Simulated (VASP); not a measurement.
Runs of VASP 6.6.1 on KI. The structure is that of space group Pm-3m (No. 221), or close to it. The cells are those of the table. 

| task | level | potentials or basis | cell | k mesh | cutoff (eV) | smearing | grid for exact exchange (PRECFOCK) | share of exact exchange | screening parameter | gap on the mesh (eV) | pressure (GPa) | relaxed volume (Å³/atom) |
| --- | --- | --- | --- | --- | --- | --- | --- | --- | --- | --- | --- | --- |
| single point | r2SCAN | VASP PAW PBE potentials, release 64 (K_sv, I) | a = 4.291 Å, 2 atoms | 6 × 6 × 6 | 520 | fermi-dirac 0.02 eV | - | - | - | 4.04 | 0.0 | - |
| relaxation of cell and atoms | PBE | VASP PAW PBE potentials, release 64 (K_sv, I) | relaxed from a = 4.246 Å, 2 atoms | 6 × 6 × 6 | 600 | fermi-dirac 0.02 eV | - | - | - | 3.24 | 0.0 | (c) |
| relaxation of cell and atoms | r2SCAN | VASP PAW PBE potentials, release 64 (K_sv, I) | relaxed from a = 4.342 Å, 2 atoms | 6 × 6 × 6 | 600 | fermi-dirac 0.02 eV | - | - | - | 4.03 | 0.0 | 39.60 |
| relaxation of cell and atoms | LDA | VASP PAW LDA potentials, release 64 (K_sv, I) | relaxed from a = 4.342 Å, 2 atoms | 6 × 6 × 6 | 600 | fermi-dirac 0.02 eV | - | - | - | (b) | 0.0 | 35.12 |
| single point | PBE | VASP PAW PBE potentials, release 64 (K_sv, I) | a = 4.342 Å, 2 atoms | 6 × 6 × 6 | 520 | fermi-dirac 0.02 eV | - | - | - | 3.24 | 0.0 | - |
| single point | r2SCAN | VASP PAW PBE potentials, release 64 (K_sv, I) | a = 4.291 Å, 2 atoms | 6 × 6 × 6 | 520 | gaussian 0.01 eV | - | - | - | 4.04 | 0.0 | - |
| single point | PBE | VASP PAW PBE potentials, release 64 (K_sv, I) | a = 4.291 Å, 2 atoms | 4 × 4 × 4 | 520 | gaussian 0.01 eV | - | - | - | 3.33 | 0.6 | - |
| single point | LDA | VASP PAW LDA potentials, release 64 (K_sv, I) | a = 4.122 Å, 2 atoms | 6 × 6 × 6 | 520 | fermi-dirac 0.02 eV | - | - | - | 3.33 | 0.0 | - |
| single point | HSE06 | VASP PAW PBE potentials, release 64 (K_sv, I) | a = 4.321 Å, 2 atoms | 4 × 4 × 4 | 520 | fermi-dirac 0.02 eV | Normal | 0.25 | 0.2079 1/Å | (d) | 0.0 | - |
| single point | PBE | VASP PAW PBE potentials, release 64 (K_sv, I) | a = 4.291 Å, 2 atoms | 6 × 6 × 6 | 520 | fermi-dirac 0.02 eV | - | - | - | 3.33 | 0.5 | - |
| single point | PBEsol | VASP PAW PBE potentials, release 64 (K_sv, I) | a = 4.229 Å, 2 atoms | 6 × 6 × 6 | 520 | fermi-dirac 0.02 eV | - | - | - | 3.29 | 0.0 | - |
| single point | LDA | VASP PAW LDA potentials, release 64 (K_sv, I) | a = 4.291 Å, 2 atoms | 6 × 6 × 6 | 520 | gaussian 0.01 eV | - | - | - | (a) | -1.7 | - |

Alike in all rows: no spin polarisation.

Q: Fill in the values left out.

A: (a) 3.00; (b) 3.32; (c) 41.02; (d) 4.24.

Caveats: spin-orbit coupling is left out, which moves the levels of the heavy elements; the PAW data sets were made with another functional, which shifts forces and pressure a little (at least some runs).

A k mesh can miss the band edges, and the runs leave out spin-orbit coupling on I.
